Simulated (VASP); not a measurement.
# Br (Fd-3m) in VASP: further runs

The runs below take Br through single point, with PBE, r2SCAN.

All numbers are computed with VASP 6.6.1; they aren't measurements. Logs are shortened: lines on timing, memory, paths and dates and some standing lists are left out, and cuts for length are marked.

## (1) The cell of the first run

The structure is cubic, space group Fd-3m (No. 227). Conventional cell: a = 7.149 Å, b = 7.149 Å, c = 7.149 Å, α = 90.00°, β = 90.00°, γ = 90.00°. Within 4.1 Å of Br (site symmetry -43m) lie 4 Br at 3.10 Å.

## (2) Single point, PBE

Contents of INCAR:

```
PREC = Accurate
ENCUT = 520
EDIFF = 1E-6
ISMEAR = -1
SIGMA = 0.06122561905347299
LREAL = F
LASPH = T
NELM = 100
ALGO = Normal
ISIF = 2
LWAVE = F
LCHARG = T
GGA = PE
LELF = T
LVHAR = T
NBANDS = 14
```

Contents of KPOINTS:

```
Automatic mesh
0
Gamma
  14 14 14
```

Contents of POSCAR:

```
Br
1.0
    0.0000000000      3.5742652127      3.5742652127
    3.5742652127      0.0000000000      3.5742652127
    3.5742652127      3.5742652127      0.0000000000
Br
2
Direct
    0.0000000000      0.0000000000      0.0000000000
    0.2500000000      0.2500000000      0.2500000000
```

Potentials or basis: VASP PAW PBE potentials, release 64 (Br).

On the command line:

```bash
> cat potpaw_PBE.64/Br/POTCAR > POTCAR
> mpirun -np 1 vasp_std > vasp.out
```

OUTCAR:

```text
PREC = Accurate
   ENCUT = 520
   EDIFF = 1E-6
   ISMEAR = -1
   LREAL = F
   LASPH = T
   NELM = 100
   ISIF = 2
   GGA = PE

 ion  position               nearest neighbor table
   1  0.000  0.000  0.000-
   2  0.250  0.250  0.250-

  LATTYP: Found a face centered cubic cell.
 ALAT       =     7.1485304254

  Lattice vectors:

 A1 = (   0.0000000000,   3.5742652127,   3.5742652127)
 A2 = (   3.5742652127,   0.0000000000,   3.5742652127)
 A3 = (   3.5742652127,   3.5742652127,   0.0000000000)

Analysis of symmetry for initial positions (statically):
=====================================================================
 Subroutine PRICEL returns:
 Original cell was already a primitive cell.

 Routine SETGRP: Setting up the symmetry group for a
 face centered cubic supercell.

 Subroutine GETGRP returns: Found 48 space group operations
 (whereof 24 operations were pure point group operations)
 out of a pool of 48 trial point group operations.

The static configuration has the point symmetry T_d .
 The point group associated with its full space group is O_h .

Analysis of symmetry for dynamics (positions and initial velocities):
=====================================================================
 Subroutine PRICEL returns:
 Original cell was already a primitive cell.

 Routine SETGRP: Setting up the symmetry group for a
 face centered cubic supercell.

 Subroutine GETGRP returns: Found 48 space group operations
 (whereof 24 operations were pure point group operations)
 out of a pool of 48 trial point group operations.

The dynamic configuration has the point symmetry T_d .
 The point group associated with its full space group is O_h .

 Subroutine INISYM returns: Found 48 space group operations
 (whereof 24 operations are pure point group operations),
 and found     1 'primitive' translations

----------------------------------------------------------------------------------------

                                     Primitive cell

  volume of cell :      91.3251

  direct lattice vectors                    reciprocal lattice vectors
     0.000000000  3.574265213  3.574265213    -0.139888892  0.139888892  0.139888892
     3.574265213  0.000000000  3.574265213     0.139888892 -0.139888892  0.139888892
     3.574265213  3.574265213  0.000000000     0.139888892  0.139888892 -0.139888892

  length of vectors
     5.054774339  5.054774339  5.054774339     0.242294668  0.242294668  0.242294668

  position of ions in fractional coordinates (direct lattice)
     0.000000000  0.000000000  0.000000000
     0.250000000  0.250000000  0.250000000

  ion indices of the primitive-cell ions
   primitive index   ion index
                 1           1
                 2           2

----------------------------------------------------------------------------------------

 KPOINTS: Automatic mesh

Automatic generation of k-mesh.
 Grid dimensions read from file:
 generate k-points for:   14   14   14

 Generating k-lattice:

  Cartesian coordinates                     Fractional coordinates (reciprocal lattice)
    -0.009992064  0.009992064  0.009992064     0.071428571  0.000000000  0.000000000
     0.009992064 -0.009992064  0.009992064     0.000000000  0.071428571  0.000000000
     0.009992064  0.009992064 -0.009992064     0.000000000  0.000000000  0.071428571

  Length of vectors
     0.017306762  0.017306762  0.017306762

  Shift w.r.t. Gamma in fractional coordinates (k-lattice)
     0.000000000  0.000000000  0.000000000

 Subroutine IBZKPT returns following result:
 ===========================================

 Found    104 irreducible k-points:

 Following reciprocal coordinates:
            Coordinates               Weight
  0.000000  0.000000  0.000000      1.000000
  0.071429  0.000000  0.000000      8.000000
  0.142857  0.000000  0.000000      8.000000
  0.214286  0.000000  0.000000      8.000000
  0.285714  0.000000  0.000000      8.000000
  0.357143  0.000000  0.000000      8.000000
[... 16 lines left out ...]
  0.214286  0.142857  0.000000     24.000000
  0.285714  0.142857  0.000000     24.000000
 [... further k-points ...]
   k-points           NKPTS =    104   k-points in BZ     NKDIM =    104   number of bands    NBANDS=     14
   number of dos      NEDOS =    301   number of ions     NIONS =      2
   total plane-waves  NPLWV =  64000
   dimension x,y,z NGX =    40 NGY =   40 NGZ =   40
   dimension x,y,z NGXF=    80 NGYF=   80 NGZF=   80
   ions per type =               2
   NGX,Y,Z   is equivalent  to a cutoff of  13.16, 13.16, 13.16 a.u.
   NGXF,Y,Z  is equivalent  to a cutoff of  26.31, 26.31, 26.31 a.u.
 SYSTEM =  unknown system
   PREC   = accura    normal or accurate (medium, high low for compatibility)
   ISTART =      0    job   : 0-new  1-cont  2-samecut
   ICHARG =      2    charge: 1-file 2-atom 10-const
   ISPIN  =      1    spin polarized calculation?
   LNONCOLLINEAR =      F non collinear calculations
   LSORBIT =      F    spin-orbit coupling
   LASPH  =      T    aspherical Exc in radial PAW
   ENCUT  =  520.0 eV  38.22 Ry    6.18 a.u.   9.40  9.40  9.40*2*pi/ulx,y,z
   NELM   =    100;   NELMIN=  2; NELMDL= -5     # of ELM steps
   EDIFF  = 0.1E-05   stopping-criterion for ELM
   LREAL  =      F    real-space projection
   EDIFFG = 0.1E-04   stopping-criterion for IOM
   NSW    =      0    number of steps for IOM
   IBRION =     -1    ionic relax: 0-MD 1-quasi-New 2-CG
   NFREE  =      0    steps in history (QN), initial steepest desc. (CG)
   ISIF   =      2    stress and relaxation
   ISYM   =      2    0-nonsym 1-usesym 2-fastsym
   POTIM  = 0.5000    time-step for ionic-motion
   TEBEG  =    0.0;   TEEND  =   0.0 temperature during run
   PSTRESS=    0.0 pullay stress
   NELECT =      14.0000    total number of electrons
   NUPDOWN=      -1.0000    fix difference up-down
   EMIN   =  10.00;   EMAX   =-10.00  energy-range for DOS
   EFERMI =   0.00;   METHOD = LEGACY
   ISMEAR =    -1;   SIGMA  =   0.06  broadening in eV -4-tet -1-fermi 0-gaus
   EFERMI_NEDOS =   21; number of points for ismear=-14 and -15
   IALGO  =     38    algorithm
   IMIX   =      4    mixing-type and parameters
     AMIX     =   0.40;   BMIX     =  1.00
     AMIX_MAG =   1.60;   BMIX_MAG =  1.00
  volume/ion in A,a.u.               =      45.66       308.15
  Fermi-wavevector in a.u.,A,eV,Ry     =   0.876168  1.655718 10.444790  0.767670
  Thomas-Fermi vector in A             =   1.995941
   LORBIT       =      0    0 simple, 1 ext, 2 COOP (PROOUT), +10 PAW based schemes
   GGA     = PE    functional components
[... 5 lines left out ...]
 non-spin polarized calculation
  energy-cutoff  :      520.00
  volume of cell :       91.33
 maximum number of plane-waves:      2487
 NGX is ok and might be reduce to    40
   NGX = 19   NGY = 19   NGZ = 19

 number of electron      14.0000004 magnetization

 Free energy of the ion-electron system (eV)
  ---------------------------------------------------
  ext. energy  EPLUGINS =         0.00000000
  ---------------------------------------------------
  free energy    TOTEN  =        -2.02351001 eV

  energy without entropy =       -1.95417680  energy(sigma->0) =       -1.98884340

 E-fermi :  -1.7738     XC(G=0):  -6.5571

 val. band max:       -1.7738257841   @ k =  -0.2143   0.3571   0.1429
 cond. band min:      -1.7685468375   @ k =   0.5000   0.1429   0.0714
 fundamental gap:      0.0052789466
 Fermi energy:        -1.7738016420

 k-point     1 :       0.0000    0.0000    0.0000
  band No.  band energies     occupation
      1     -16.4974      2.00000
      2     -14.7995      2.00000
      3      -4.2054      2.00000
      4      -4.2054      2.00000
      5      -4.2054      2.00000
      6      -2.5251      1.99999
      7      -2.5251      1.99999
      8      -2.5251      1.99999
      9       3.5337      0.00000
     10       7.4702      0.00000
     11       7.4702      0.00000
     12       8.7553      0.00000
     13       8.7553      0.00000
     14       8.7553      0.00000

 k-point     2 :       0.0714    0.0000    0.0000
  band No.  band energies     occupation
      1     -16.4835      2.00000
      2     -14.8183      2.00000
      3      -4.2271      2.00000
      4      -4.2271      2.00000
      5      -4.2239      2.00000
      6      -2.5087      1.99999
      7      -2.4963      1.99998
      8      -2.4963      1.99998
      9       3.6308      0.00000
     10       7.3607      0.00000
     11       7.3607      0.00000
     12       8.6569      0.00000
     13       8.9706      0.00000
     14       8.9706      0.00000

 k-point     3 :       0.1429    0.0000    0.0000
  band No.  band energies     occupation
      1     -16.4428      2.00000
      2     -14.8727      2.00000
      3      -4.2844      2.00000
      4      -4.2844      2.00000
      5      -4.2782      2.00000
      6      -2.4549      1.99997
      7      -2.4193      1.99995
      8      -2.4193      1.99995
      9       3.9023      0.00000
     10       7.1715      0.00000
     11       7.1715      0.00000
     12       8.4358      0.00000
     13       9.4617      0.00000
     14       9.4617      0.00000

 k-point     4 :       0.2143    0.0000    0.0000
  band No.  band energies     occupation
      1     -16.3788      2.00000
      2     -14.9564      2.00000
      3      -4.3613      2.00000
      4      -4.3594      2.00000
      5      -4.3594      2.00000
      6      -2.3593      1.99986
      7      -2.3163      1.99972
      8      -2.3163      1.99972
      9       4.2949      0.00000
     10       7.0384      0.00000
     11       7.0384      0.00000
     12       8.1479      0.00000
     13       9.3350      0.00000
     14       9.9492      0.00000

 k-point     5 :       0.2857    0.0000    0.0000
  band No.  band energies     occupation
      1     -16.2982      2.00000
      2     -15.0587      2.00000
      3      -4.4570      2.00000
      4      -4.4346      2.00000
      5      -4.4346      2.00000
      6      -2.2324      1.99888
      7      -2.2108      1.99841
      8      -2.2108      1.99841
      9       4.7358      0.00000
     10       7.0010      0.00000
     11       7.0010      0.00000
[... 276 lines left out ...]
 k-point    22 :       0.1429    0.1429    0.0000
  band No.  band energies     occupation
      1     -16.4236      2.00000
      2     -14.8981      2.00000
      3      -4.3884      2.00000
      4      -4.3884      2.00000
      5      -4.1043      2.00000
      6      -2.6751      2.00000
      7      -2.2829      1.99951
      8      -2.2829      1.99951
      9       4.0317      0.00000
     10       6.5598      0.00000
     11       7.6905      0.00000
     12       9.0984      0.00000
     13       9.0984      0.00000
     14       9.4433      0.00000

 k-point    23 :       0.2143    0.1429    0.0000
  band No.  band energies     occupation
      1     -16.3748      2.00000
      2     -14.9615      2.00000
      3      -4.4799      2.00000
      4      -4.4671      2.00000
      5      -4.0740      2.00000
      6      -2.7099      2.00000
      7      -2.1727      1.99705
      8      -2.1669      1.99675
      9       4.3325      0.00000
     10       6.3132      0.00000
     11       7.7127      0.00000
     12       9.0131      0.00000
     13       9.4096      0.00000
     14       9.4355      0.00000

 k-point    24 :       0.2857    0.1429    0.0000
  band No.  band energies     occupation
      1     -16.3046      2.00000
      2     -15.0506      2.00000
      3      -4.5963      2.00000
      4      -4.5405      2.00000
      5      -4.0729      2.00000
      6      -2.6826      2.00000
      7      -2.0660      1.98322
      8      -2.0347      1.97219
      9       4.7179      0.00000
     10       6.1709      0.00000
     11       7.6647      0.00000
     12       8.5506      0.00000
     13       9.0796      0.00000
     14       9.6957      0.00000

 [... further k-points ...]

------------------------ aborting loop because EDIFF is reached ----------------------------------------

  FORCE on cell =-STRESS in cart. coord.  units (eV):
  Direction    XX          YY          ZZ          XY          YZ          ZX
  --------------------------------------------------------------------------------------
  -------------------------------------------------------------------------------------
  Total       -0.4274989     -0.4274989     -0.4274989      0.0000000     -0.0000000      0.0000000
  in kB       -7.4998970     -7.4998970     -7.4998970      0.0000000     -0.0000000      0.0000000
  external PRESSURE =      -7.4998970 kB  Pullay stress =       0.0000000 kB

 VOLUME and BASIS-vectors are now :
 -----------------------------------------------------------------------------
  energy-cutoff  :      520.00
  volume of cell :       91.33
      direct lattice vectors                 reciprocal lattice vectors
     0.000000000  3.574265213  3.574265213    -0.139888892  0.139888892  0.139888892
     3.574265213  0.000000000  3.574265213     0.139888892 -0.139888892  0.139888892
     3.574265213  3.574265213  0.000000000     0.139888892  0.139888892 -0.139888892

 POSITION                                       TOTAL-FORCE (eV/Angst)
 -----------------------------------------------------------------------------------
      0.00000      0.00000      0.00000        -0.000000     -0.000000      0.000000
      1.78713      1.78713      1.78713         0.000000      0.000000     -0.000000
 -----------------------------------------------------------------------------------
    total drift:                               -0.000000      0.000000      0.000000

  FREE ENERGIE OF THE ION-ELECTRON SYSTEM (eV)
  ---------------------------------------------------
  free  energy   TOTEN  =        -2.0235100099 eV

  energy  without entropy=       -1.9541767998  energy(sigma->0) =       -1.98884340
```

Wall time 68 s (1 thread of AMD EPYC 9R45 (Zen 5), shared host); peak memory 0.26 GiB.

What came out:

* Free energy: -2.0235 eV
* Pressure: -0.7 GPa
* Band gap on the k mesh: zero (band 7 reaches -1.47 eV, above the bottom of band 8 at -2.53 eV)

Levels at points of the mesh, in eV from the Fermi level:
| k point | band 4 | band 5 | band 6 | band 7 | band 8 | band 9 | band 10 | band 11 |
| --- | --- | --- | --- | --- | --- | --- | --- | --- |
| (0.00, 0.00, 0.00) | -2.43 | -2.43 | -0.75 | -0.75 | -0.75 | 5.31 | 9.24 | 9.24 |
| (0.50, 0.00, 0.00) | -2.78 | -2.78 | -0.27 | -0.27 | -0.19 | 7.68 | 7.84 | 8.98 |
| (0.50, 0.50, 0.00) | -3.14 | -1.66 | -1.66 | 0.30 | 0.30 | 7.27 | 7.27 | 10.66 |

## (3) Single point, r2SCAN

This run uses another cell than the first one, of 39.63 Å³/atom, 0.868 times its volume.

Contents of POSCAR:

```
Br
1.0
    0.0000000000      3.4094220192      3.4094220192
    3.4094220192      0.0000000000      3.4094220192
    3.4094220192      3.4094220192      0.0000000000
Br
2
Direct
    0.0000000000      0.0000000000      0.0000000000
    0.2500000000      0.2500000000      0.2500000000
```

Contents of INCAR.step1:

```
SYSTEM = Br
ALGO     = Normal         ! electronic algorithm
EDIFF    = 1E-4           ! SCF threshold, eV
ENCUT    = 520            ! plane-wave cutoff, eV
GGA      = PE             ! functional
ISMEAR   = -1             ! smearing method
LASPH    = .True.         ! aspherical terms in the spheres
LCHARG   = .False.        ! write CHGCAR
LREAL    = .False.        ! projectors in reciprocal space
LWAVE    = .True.         ! write WAVECAR
NBANDS   = 14             ! bands
NELM     = 80             ! most SCF steps
PREC     = Accurate       ! precision mode
SIGMA    = 0.1            ! smearing width, eV
```

Contents of INCAR.step2:

```
SYSTEM = Br
ALGO     = Normal         ! electronic algorithm
EDIFF    = 1E-6           ! SCF threshold, eV
ENCUT    = 520            ! plane-wave cutoff, eV
ISIF     = 2              ! what is computed and relaxed
ISMEAR   = -1             ! smearing method
ISTART   = 1            
LASPH    = .True.         ! aspherical terms in the spheres
LCHARG   = .True.         ! write CHGCAR
LELF     = .True.         ! ELF
LMIXTAU  = .True.       
LREAL    = .False.        ! projectors in reciprocal space
LVHAR    = .True.       
LWAVE    = .False.        ! write WAVECAR
METAGGA  = R2SCAN         ! meta-GGA
NBANDS   = 14             ! bands
NELM     = 80             ! most SCF steps
PREC     = Accurate       ! precision mode
SIGMA    = 0.1            ! smearing width, eV
```

Contents of KPOINTS:

```
k-points
0
Gamma
  9 9 9
  0 0 0
```

Potentials or basis: VASP PAW PBE potentials, release 64 (Br).

On the command line:

```bash
> cat potpaw_PBE.64/Br/POTCAR > POTCAR
> cp INCAR.step1 INCAR
> mpirun -np 1 vasp_std > vasp.out
> cp INCAR.step2 INCAR
> mpirun -np 1 vasp_std > vasp.out
```

Run time: 2 min. Hardware: 1 thread of AMD EPYC 9R45 (Zen 5), shared host; peak memory 0.19 GiB.

It converged, with:

```
Free energy            : -24.9939 eV
Pressure               : 1.4 GPa
Band gap on the k mesh : zero (band 7 reaches -0.65 eV, above the bottom of band 8 at -2.06 eV)
```

Levels at points of the mesh, in eV from the Fermi level:
```
           k point  band 4  band 5  band 6  band 7  band 8  band 9  band 10  band 11
(0.00, 0.00, 0.00)   -3.08   -3.08   -1.02   -1.02   -1.02    5.52     9.62     9.62
```

Caveat: the PAW data sets were made with another functional, which shifts forces and pressure a little.
